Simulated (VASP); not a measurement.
Wanted: the native input for a VASP 6.6.1 run.

* Task: relaxation of cell and atoms
* Functional: PBEsol
* Potentials or basis: VASP PAW PBE potentials, release 64 (Au)
* Cutoff: 500 eV
* k mesh: 18 × 18 × 18
* Occupations: fermi-dirac, width 0.05 eV
* Spin: no spin polarisation
* Dipole correction: no
* Further INCAR settings: ALGO = Normal; EDIFF = 1e-07; IBRION = 2; EDIFFG = -0.005; NSW = 60; ISIF = 3

The structure of Au lies in POSCAR:

```
Au
1.0
    0.0000000000      2.0406274502      2.0406274502
    2.0406274502      0.0000000000      2.0406274502
    2.0406274502      2.0406274502      0.0000000000
Au
1
Direct
    0.0000000000      0.0000000000      0.0000000000
```

The input as run:

INCAR

```
ALGO = Normal ; EDIFF = 1E-7
EDIFFG = -0.005 ; ENCUT = 500
GGA = PS ; GGA_COMPAT = F
IBRION = 2 ; ISIF = 3
ISMEAR = -1 ; LASPH = T
LCHARG = F ; LREAL = F
LWAVE = F ; NELM = 120
NELMIN = 4 ; NSW = 60
PREC = Accurate ; SIGMA = 0.05
```

KPOINTS

```
k-points
0
Gamma
  18 18 18
```

Potentials or basis: VASP PAW PBE potentials, release 64 (Au).

The run is started by

```sh
$ cat potpaw_PBE.64/Au/POTCAR > POTCAR
$ mpirun -np 1 vasp_std > vasp.out
```

It gave:

```json
{
 "Pressure after relaxing": "0.0 GPa",
 "Band gap on the k mesh": "zero (an odd number of electrons rules out a gap without spin polarisation)"
}
```

Caveat: the relaxation stopped at its first step, so nothing moved; the PAW data sets were made with another functional, which shifts forces and pressure a little; spin-orbit coupling is left out, which moves the levels of the heavy elements.

Wall time 14 s on 1 thread of AMD EPYC 9R45 96-Core Processor (Zen 5) (shared host), peak memory 0.13 GiB.
